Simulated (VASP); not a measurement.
The system is ZnO (zincite).

```
CELL_PARAMETERS angstrom
3.24931 0.00000 0.00000
-1.62465 2.81398 0.00000
0.00000 0.00000 5.20571
ATOMIC_POSITIONS crystal
Zn 0.33333 0.66667 0.50000
Zn 0.66667 0.33333 0.00000
O 0.66667 0.33333 0.37901
O 0.33333 0.66667 0.87901
```

- Program: VASP 6.6.1
- Task: relaxation of cell and atoms
- Functional: PBE
- Potentials or basis: VASP PAW PBE potentials, release 64 (Zn, O)
- Cutoff: 600 eV
- k mesh: 12 × 12 × 6
- Occupations: fermi-dirac, width 0.02 eV
- Spin: no spin polarisation

At the start: pressure 5.8 GPa; volume 11.90 Å³/atom.

**Question.** How do energy, volume and symmetry change on relaxing?

**Answer.** Over 5 steps the energy falls by 8.9 meV/atom and the volume is 12.39 Å³/atom (+4.2 %); space group P6_3mc (No. 186, to 0.05 Å).

The path:
| step | energy change (eV) | largest force (eV/Å) | pressure (GPa) | volume (Å³) |
| --- | --- | --- | --- | --- |
| 1 | 0.0000 | 0.0740 | 5.81 | 47.60 |
| 2 | -0.0272 | 0.0274 | -2.54 | 50.63 |
| 3 | -0.0357 | 0.0015 | 0.01 | 49.59 |
| 4 | -0.0357 | 0.0026 | -0.11 | 49.63 |
| 5 | -0.0357 | 0.0098 | 0.05 | 49.58 |

Final structure:
```cif
data_structure
_symmetry_space_group_name_H-M 'P 1'
_symmetry_Int_Tables_number 1
_cell_length_a 3.2879
_cell_length_b 3.2879
_cell_length_c 5.2955
_cell_angle_alpha 90.000
_cell_angle_beta 90.000
_cell_angle_gamma 120.000
_cell_volume 49.58
loop_
_atom_site_label
_atom_site_type_symbol
_atom_site_fract_x
_atom_site_fract_y
_atom_site_fract_z
_atom_site_occupancy
Zn1 Zn 0.33333 0.66667 0.49955 1
Zn2 Zn 0.66667 0.33333 0.99955 1
O1 O 0.66667 0.33333 0.37946 1
O2 O 0.33333 0.66667 0.87946 1
```
